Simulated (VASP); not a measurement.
# Re (P6_3/mmc) in VASP: single point with PBE

Aim: the single point of Re with PBE.

All numbers are computed with VASP 6.6.1; they aren't measurements. Logs are shortened: lines on timing, memory, paths and dates and some standing lists are left out, and cuts for length are marked.

### 1 The cell of the first run

It takes space group P6_3/mmc (No. 194, hexagonal). The conventional cell has a = 2.766 Å, b = 2.766 Å, c = 8.939 Å, α = 90.00°, β = 90.00°, γ = 120.00°. Within 3.6 Å of Re (site symmetry -3m) lie 12 Re at 2.75 to 2.77 Å. Re (site symmetry -6m2) has 12 Re at 2.75 to 2.77 Å within 3.6 Å.

### 2 Single point, PBE

INCAR reads:

```
SYSTEM = Re
PREC = Accurate
ENCUT = 520
EDIFF = 1E-6
ISMEAR = 1
SIGMA = 0.1
LREAL = .False.
LASPH = .True.
NELM = 80
ALGO = Normal
ISIF = 2
LWAVE = .False.
LCHARG = .False.
GGA = PE
NBANDS = 22
```

KPOINTS reads:

```
Automatic mesh
0
Gamma
  10 10 3
  0 0 0
```

POSCAR reads:

```
Re
1.0
    2.7663870000      0.0000000000      0.0000000000
   -1.3831940000      2.3957620000      0.0000000000
    0.0000000000      0.0000000000      8.9388450000
Re
4
Direct
    0.0000000000      0.0000000000      0.0000000000
    0.3333330000      0.6666670000      0.2500000000
    0.0000000000      0.0000000000      0.5000000000
    0.6666670000      0.3333330000      0.7500000000
```

Potentials or basis: VASP PAW PBE potentials, release 64 (Re).

Command:

```console
$ cat potpaw_PBE.64/Re/POTCAR > POTCAR
$ mpirun -np 1 vasp_std > vasp.out
```

OUTCAR:

```text
SYSTEM = Re
   PREC = Accurate
   ENCUT = 520
   EDIFF = 1E-6
   ISMEAR = 1
   LREAL = .False.
   LASPH = .True.
   NELM = 80
   ISIF = 2
   GGA = PE

 ion  position               nearest neighbor table
   1  0.000  0.000  0.000-   2 2.75   4 2.75   4 2.75   2 2.75   4 2.75   2 2.75
   2  0.333  0.667  0.250-   1 2.75   3 2.75   1 2.75   3 2.75   1 2.75   3 2.75
   3  0.000  0.000  0.500-   2 2.75   4 2.75   4 2.75   2 2.75   4 2.75   2 2.75
   4  0.667  0.333  0.750-   1 2.75   3 2.75   1 2.75   3 2.75   1 2.75   3 2.75

  LATTYP: Found a hexagonal cell.
 ALAT       =     2.7663870000
 C/A-ratio  =     3.2312344585

  Lattice vectors:

 A1 = (   2.7663870000,   0.0000000000,   0.0000000000)
 A2 = (  -1.3831940000,   2.3957620000,   0.0000000000)
 A3 = (   0.0000000000,   0.0000000000,   8.9388450000)

Analysis of symmetry for initial positions (statically):
=====================================================================
 Subroutine PRICEL returns:
 Original cell was already a primitive cell.

 Routine SETGRP: Setting up the symmetry group for a
 hexagonal supercell.

 Subroutine GETGRP returns: Found 24 space group operations
 (whereof 12 operations were pure point group operations)
 out of a pool of 24 trial point group operations.

The static configuration has the point symmetry D_3d.
 The point group associated with its full space group is D_6h.

Analysis of symmetry for dynamics (positions and initial velocities):
=====================================================================
 Subroutine PRICEL returns:
 Original cell was already a primitive cell.

 Routine SETGRP: Setting up the symmetry group for a
 hexagonal supercell.

 Subroutine GETGRP returns: Found 24 space group operations
 (whereof 12 operations were pure point group operations)
 out of a pool of 24 trial point group operations.

The dynamic configuration has the point symmetry D_3d.
 The point group associated with its full space group is D_6h.

 Subroutine INISYM returns: Found 24 space group operations
 (whereof 12 operations are pure point group operations),
 and found     1 'primitive' translations

----------------------------------------------------------------------------------------

                                     Primitive cell

  volume of cell :      59.2431

  direct lattice vectors                    reciprocal lattice vectors
     2.766387000  0.000000000  0.000000000     0.361482323  0.208701941  0.000000000
[... 90 lines left out ...]
   EDIFF  = 0.1E-05   stopping-criterion for ELM
   LREAL  =      F    real-space projection
   EDIFFG = 0.1E-04   stopping-criterion for IOM
   NSW    =      0    number of steps for IOM
   IBRION =     -1    ionic relax: 0-MD 1-quasi-New 2-CG
   NFREE  =      0    steps in history (QN), initial steepest desc. (CG)
   ISIF   =      2    stress and relaxation
   ISYM   =      2    0-nonsym 1-usesym 2-fastsym
   POTIM  = 0.5000    time-step for ionic-motion
   TEBEG  =    0.0;   TEEND  =   0.0 temperature during run
   PSTRESS=    0.0 pullay stress
   NELECT =      28.0000    total number of electrons
   NUPDOWN=      -1.0000    fix difference up-down
   EMIN   =  10.00;   EMAX   =-10.00  energy-range for DOS
   EFERMI =   0.00;   METHOD = LEGACY
   ISMEAR =     1;   SIGMA  =   0.10  broadening in eV -4-tet -1-fermi 0-gaus
   EFERMI_NEDOS =   21; number of points for ismear=-14 and -15
   IALGO  =     38    algorithm
   IMIX   =      4    mixing-type and parameters
     AMIX     =   0.40;   BMIX     =  1.00
     AMIX_MAG =   1.60;   BMIX_MAG =  1.00
  volume/ion in A,a.u.               =      14.81        99.95
  Fermi-wavevector in a.u.,A,eV,Ry     =   1.275209  2.409796 22.125236  1.626159
  Thomas-Fermi vector in A             =   2.407934
   LORBIT       =      0    0 simple, 1 ext, 2 COOP (PROOUT), +10 PAW based schemes
   GGA     = PE    functional components
   LHFCALC =     F    Hartree Fock is set to
   AEXX    =    0.0000 exact exchange contribution
   IVDW    =     0    specifies the selected vdW correction
   LEPSILON=     F    determine dielectric tensor
   LRPA    =     F    only Hartree local field effects (RPA)
 non-spin polarized calculation
 Methfessel and Paxton  Order N= 1 SIGMA  =   0.10
  energy-cutoff  :      520.00
  volume of cell :       59.24
 maximum number of plane-waves:      1607
 NGX is ok and might be reduce to    24
   NGX = 11   NGY = 11   NGZ = 33

 number of electron      27.9999998 magnetization

 Free energy of the ion-electron system (eV)
  ---------------------------------------------------
  ext. energy  EPLUGINS =         0.00000000
  ---------------------------------------------------
  free energy    TOTEN  =       -49.68423699 eV

  energy without entropy =      -49.68612174  energy(sigma->0) =      -49.68486524

 E-fermi :   7.9465     XC(G=0): -13.6927

 val. band max:        7.9075858397   @ k =   0.4000   0.2000   0.3333
 cond. band min:       7.9496969819   @ k =   0.3000   0.0000   0.0000
 fundamental gap:      0.0421111422
 Fermi energy:         7.9464722849

 k-point     1 :       0.0000    0.0000    0.0000
  band No.  band energies     occupation
      1      -2.0181      2.00000
      2       0.2688      2.00000
      3       0.3803      2.00000
      4       1.2496      2.00000
      5       5.3577      2.00000
      6       5.4596      2.00000
[... 589 lines left out ...]
     21      13.1005      0.00000
     22      13.3724      0.00000

 [... further k-points ...]

------------------------ aborting loop because EDIFF is reached ----------------------------------------

  FORCE on cell =-STRESS in cart. coord.  units (eV):
  Direction    XX          YY          ZZ          XY          YZ          ZX
  --------------------------------------------------------------------------------------
  -------------------------------------------------------------------------------------
  Total        1.0447709      1.0447714      0.8202119     -0.0000002      0.0000000      0.0000000
  in kB       28.2548900     28.2549037     22.1818954     -0.0000059      0.0000000      0.0000000
  external PRESSURE =      26.2305630 kB  Pullay stress =       0.0000000 kB

 VOLUME and BASIS-vectors are now :
 -----------------------------------------------------------------------------
  energy-cutoff  :      520.00
  volume of cell :       59.24
      direct lattice vectors                 reciprocal lattice vectors
     2.766387000  0.000000000  0.000000000     0.361482323  0.208701941  0.000000000
    -1.383194000  2.395762000  0.000000000     0.000000000  0.417403732  0.000000000
     0.000000000  0.000000000  8.938845000     0.000000000  0.000000000  0.111871276

 POSITION                                       TOTAL-FORCE (eV/Angst)
 -----------------------------------------------------------------------------------
      0.00000      0.00000      0.00000         0.000000     -0.000000      0.000000
     -0.00000      1.59718      2.23471        -0.000000     -0.000000     -0.000000
      0.00000      0.00000      4.46942         0.000000     -0.000000      0.000000
      1.38319      0.79859      6.70413         0.000000      0.000000      0.000000
 -----------------------------------------------------------------------------------
    total drift:                                0.000000     -0.000000      0.000000

  FREE ENERGIE OF THE ION-ELECTRON SYSTEM (eV)
  ---------------------------------------------------
  free  energy   TOTEN  =       -49.6842369892 eV

  energy  without entropy=      -49.6861217437  energy(sigma->0) =      -49.68486524
```

stdout:

```text
POSCAR found type information on POSCAR Re
 POSCAR found :  1 types and       4 ions
 scaLAPACK will be used
 LDA part: xc-table for (Slater+PW92), standard interpolation
 POSCAR, INCAR and KPOINTS ok, starting setup
 FFT: planning ... GRIDC
 FFT: planning ... GRID_SOFT
 FFT: planning ... GRID
 WAVECAR not read
 entering main loop
```

It took 76 s on 1 thread of Intel Xeon 8259CL, shared host; peak memory 0.2 GiB.

What came out:

* Free energy: -49.6842 eV
* Pressure: 2.6 GPa
* Band gap on the k mesh: zero (bands 14 and 15 overlap by 2.46 eV)

Levels at points of the mesh, in eV from the Fermi level:
| k point | band 11 | band 12 | band 13 | band 14 | band 15 | band 16 | band 17 | band 18 |
| --- | --- | --- | --- | --- | --- | --- | --- | --- |
| (0.00, 0.00, 0.00) | -1.68 | -1.24 | -1.24 | -1.16 | -1.16 | 0.44 | 0.58 | 0.58 |
| (0.50, 0.00, 0.00) | -0.86 | 0.25 | 0.27 | 1.10 | 2.03 | 3.83 | 3.84 | 3.96 |

Caveat: spin-orbit coupling is left out, which moves the levels of the heavy elements.

The gap in the log of VASP goes by the Fermi energy; the results here count the filled bands.